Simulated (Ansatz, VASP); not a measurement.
Two plane-wave programs on RbCd

```xyz
2
Lattice="4.5577 0.0000 0.0000 0.0000 4.5577 0.0000 0.0000 0.0000 4.5577" Properties=species:S:1:pos:R:3 pbc="T T T"
Rb    0.0000    0.0000    0.0000
Cd    2.2789    2.2789    2.2789
```

Alike in both runs: functional PBE; k mesh 12 × 12 × 12; occupations gaussian, width 0.1 eV; no spin polarisation.

Ansatz relaxed the structure, and its values are those at the end. VASP's run is a single point on that final structure, the one shown.

```csv
,VASP,Ansatz
version,VASP 6.6.1,Ansatz 0.2.0
potentials or method,"VASP PAW PBE potentials, release 64 (Rb_sv, Cd), cutoff 520 eV","scalar-relativistic, plane waves, PAW"
valence electrons in the cell,21,29
```

```csv
,VASP,Ansatz,Ansatz less VASP
gap on the k mesh at the Fermi level (eV),none,none,-
pressure (GPa),0.0,0.0,-0.02
```

A gap of «none» marks a metal or a gap that the smearing closes. VASP's potentials hold 21 valence electrons a cell and Ansatz's 29, so a difference there can come from the potentials and not from the codes.
